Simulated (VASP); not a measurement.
Runs of VASP 6.6.1 on Ca. The structure is that of space group Im-3m (No. 229), or close to it. The cells are those of the table. 

| cell | gap on the mesh (eV) | pressure (GPa) |
| --- | --- | --- |
| a = 3.814 Å, angles 109.4, 109.4, 109.7°, 1 atom | none | (b) |
| a = 3.776 Å, angles 109.4, 109.4, 109.7°, 1 atom | none | -0.4 |
| a = 3.889 Å, angles 109.4, 109.4, 109.7°, 1 atom | none | (a) |
| a = 3.852 Å, angles 109.4, 109.4, 109.7°, 1 atom | none | -1.2 |
| a = 3.736 Å, angles 109.4, 109.4, 109.7°, 1 atom | none | 0.1 |

Alike in all rows: task single point; level PBEsol; potentials or basis VASP PAW PBE potentials, release 64 (Ca_sv); no spin polarisation; k mesh 9 × 9 × 9; cutoff (eV) 520; smearing fermi-dirac 0.05 eV.

Q: Fill in the values left out.

A: (a) -1.6; (b) -0.8.

Caveats: the PAW data sets were made with another functional, which shifts forces and pressure a little.

A gap of «none» marks levels without a gap at the run's occupations.
